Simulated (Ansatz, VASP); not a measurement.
# Two plane-wave programs on InPd

The input INCAR:

```
  PREC = Accurate
  ENCUT = 520
  EDIFF = 1E-6
  ISMEAR = 0
  SIGMA = 0.05
  LREAL = F
  LASPH = T
  NELM = 80
  ALGO = Normal
  ISIF = 2
  LWAVE = F
  LCHARG = F
  GGA = PE
  NBANDS = 18
```

File KPOINTS:

```
regular mesh
0
Gamma
  10 10 10
```

Contents of POSCAR:

```
InPd
1.0
    3.2718847800      0.0000000000      0.0000000000
    0.0000000000      3.2718847800      0.0000000000
    0.0000000000      0.0000000000      3.2718847800
In Pd
1 1
Direct
    0.0000000000      0.0000000000      0.0000000000
    0.5000000000      0.5000000000      0.5000000000
```

Input for Ansatz:

```yaml
crystal:
  lattice:
    - [3.27188478, 0.0, 0.0]
    - [0.0, 3.27188478, 0.0]
    - [0.0, 0.0, 3.27188478]
  atoms:
    - { symbol: In, position: [0.0, 0.0, 0.0] }
    - { symbol: Pd, position: [0.5, 0.5, 0.5] }
basis:
  ecutwfc: 420
  fft_grid_basis: typed
kpoints:
  mp_grid: { grid: [10, 10, 10] }
hamiltonian:
  xc: pbe
scf:
  occupations: { method: gaussian, width: 0.05 }
output:
  forces: true
  stress: true
  eigenvalues: true
  bader: true
  write_density: true
  volumetric_format: npy
  elf: true
```

Alike in both runs: task single point; functional PBE; k mesh 10 × 10 × 10; occupations gaussian, width 0.05 eV; no spin polarisation.

|  | VASP | Ansatz |
| --- | --- | --- |
| version | VASP 6.6.1 | Ansatz 0.2.0 |
| potentials or method | VASP PAW PBE potentials, release 64 (In_d, Pd), cutoff 520 eV | scalar-relativistic, plane waves, PAW |
| valence electrons in the cell | 23 | 31 |

```tsv
	VASP	Ansatz	Ansatz less VASP
gap on the k mesh at the Fermi level (eV)	none	none	-
pressure (GPa)	3.9	3.9	-0.03
```

A gap of «none» marks a metal or a gap that the smearing closes. VASP's potentials hold 23 valence electrons a cell and Ansatz's 31, so a difference there can come from the potentials and not from the codes.
